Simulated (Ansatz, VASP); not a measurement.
**GdRe3: VASP beside Ansatz**

```xyz
8
Lattice="4.1337 0.0000 4.1337 0.0000 4.1337 4.1337 0.0000 0.0000 8.2674" Properties=species:S:1:pos:R:3 pbc="T T T"
Gd    0.0000    0.0000    0.0000
Gd    0.0000    0.0000    4.1337
Re    0.0000    2.0669    2.0669
Re    2.0669    2.0669    8.2674
Re    2.0669    0.0000    2.0669
Re    0.0000    2.0669    6.2006
Re    2.0669    2.0669    4.1337
Re    2.0669    0.0000    6.2006
```

Alike in both runs: task single point; functional PBE; k mesh 8 × 8 × 4; occupations gaussian, width 0.05 eV; collinear spin; Hubbard terms Gd f U = 6.0 eV.

|  | VASP | Ansatz |
| --- | --- | --- |
| version | VASP 6.6.1 | Ansatz 0.2.0 |
| potentials or method | VASP PAW PBE potentials, release 64 (Gd, Re), cutoff 600 eV | scalar-relativistic, plane waves, PAW |
| valence electrons in the cell | 78 | 126 |

|  | VASP | Ansatz | Ansatz less VASP |
| --- | --- | --- | --- |
| gap on the k mesh at the Fermi level (eV) | none | none | - |
| pressure (GPa) | 0.0 | 0.0 | 0.00 |
| net moment per atom (μB) | 0.00 | 0.00 | 0.000 |
| size of the moment on the site where the two differ most (μB) | 6.88 | 7.02 | +0.141 |

Site moments also hang on the region over which each program counts them. The programs project onto different local orbitals, so the same U acts differently, and such runs can settle in different states. A gap of «none» marks a metal or a gap that the smearing closes. VASP's potentials hold 78 valence electrons a cell and Ansatz's 126, so a difference there can come from the potentials and not from the codes. Ansatz's warnings: filled band counts differ across k points.

Neither program's run includes spin-orbit coupling.
